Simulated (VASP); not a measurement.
Input of a VASP 6.6.1 run:

Contents of INCAR:

```
SYSTEM = Li
PREC = Accurate
ENCUT = 600
EDIFF = 1E-6
ISMEAR = -1
SIGMA = 0.05
LREAL = .FALSE.
LASPH = .TRUE.
NELM = 100
ALGO = Normal
ISIF = 3
LWAVE = .FALSE.
LCHARG = .FALSE.
GGA = PS
IBRION = 2
NSW = 60
EDIFFG = -0.01
PSTRESS = 300.0
```

File KPOINTS:

```
Automatic mesh
0
G
  10 10 5
  0 0 0
```

Contents of POSCAR:

```
Li
1.0
    3.1110000000      0.0000000000      0.0000000000
   -1.5555000000      2.6942050312      0.0000000000
    0.0000000000      0.0000000000      5.0930000000
Li
2
Direct
    0.6666666667      0.3333333333      0.7500000000
    0.3333333333      0.6666666667      0.2500000000
```

Potentials or basis: VASP PAW PBE potentials, release 64 (Li_sv).

Command:

```sh
$ cat potpaw_PBE.64/Li_sv/POTCAR > POTCAR
$ mpirun -np 1 vasp_std > vasp.out
```

(1) Estimate the space group after relaxing (to 0.1 Å).

(2) Estimate the band gap on the k mesh.

(3) Predict the relaxed cell.

## Answers

(1) P6_3/mmc (No. 194).

(2) zero (bands 3 and 4 overlap by 4.33 eV).

(3) a = 2.419 Å, b = 2.419 Å, c = 3.978 Å, α = 90.00°, β = 90.00°, γ = 120.00°.

Caveat: the cell is relaxed towards a set pressure, so the run minimises the enthalpy, not the energy.
